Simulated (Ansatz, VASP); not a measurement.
**Two plane-wave programs on Ta**

Contents of INCAR:

```
SYSTEM = Ta
ALGO = Normal
EDIFF = 1E-6
ENCUT = 520
GGA = PS
ISIF = 2
ISMEAR = -1
LASPH = .TRUE.
LCHARG = .TRUE.
LELF = .TRUE.
LREAL = .FALSE.
LVHAR = .TRUE.
LWAVE = .FALSE.
NBANDS = 18
NELM = 80
PREC = Accurate
SIGMA = 0.1
```

The input KPOINTS:

```
k-points
0
G
  14 14 7
  0 0 0
```

The input POSCAR:

```
Ta
1.0
    2.8246509645      0.0000000000      0.0000000000
   -1.4123254823      2.4462194921      0.0000000000
    0.0000000000      0.0000000000      5.0338055341
Ta
2
Direct
    0.3333333333      0.6666666667      0.2500000000
    0.6666666667      0.3333333333      0.7500000000
```

Input for Ansatz:

```yaml
crystal:
  lattice:
    - [2.8246509645, 0.0, 0.0]
    - [-1.4123254823, 2.4462194921, 0.0]
    - [0.0, 0.0, 5.0338055341]
  atoms:
    - { symbol: Ta, position: [0.3333333333, 0.6666666667, 0.25] }
    - { symbol: Ta, position: [0.6666666667, 0.3333333333, 0.75] }
hamiltonian:
  xc: pbesol
  pseudopotentials:
    kind: paw
    azcp:
      Ta: "pseudopotentials/Ta.paw.azcp"
basis:
  ecutwfc: 420
  fft_grid_basis: typed
kpoints:
  mp_grid: { grid: [14, 14, 7], shift: [0, 0, 0] }
magnetization:
  spin_polarized: false
scf:
  occupations: { method: fermi_dirac, width: 0.1 }
  lower_state_search: "off"
output:
  stress: true
  write_density: true
  write_potential: true
  elf: true
  volumetric_format: npy
```

Alike in both runs: task single point; functional PBEsol; k mesh 14 × 14 × 7; occupations fermi-dirac, width 0.1 eV; no spin polarisation.

|  | VASP | Ansatz |
| --- | --- | --- |
| version | VASP 6.6.1 | Ansatz 0.2.0 |
| potentials or method | VASP PAW PBE potentials, release 64 (Ta_pv), cutoff 520 eV | plane waves (420 eV) with PAW, scalar-relativistic |
| valence electrons in the cell | 22 | 26 |

```tsv
	VASP	Ansatz	Ansatz less VASP
pressure (GPa)	9.4	9.2	-0.23
traceless stress, the component that is largest in VASP (GPa)	-1.24	-1.20	+0.037
```

VASP's potentials were made for PBE, not for PBEsol, and Ansatz warns of the same on its side. With one functional, cell and mesh, what is left measures potentials, basis and numerics. VASP's potentials hold 22 valence electrons a cell and Ansatz's 26, so a difference there can come from the potentials and not from the codes.

Neither program's run includes spin-orbit coupling.
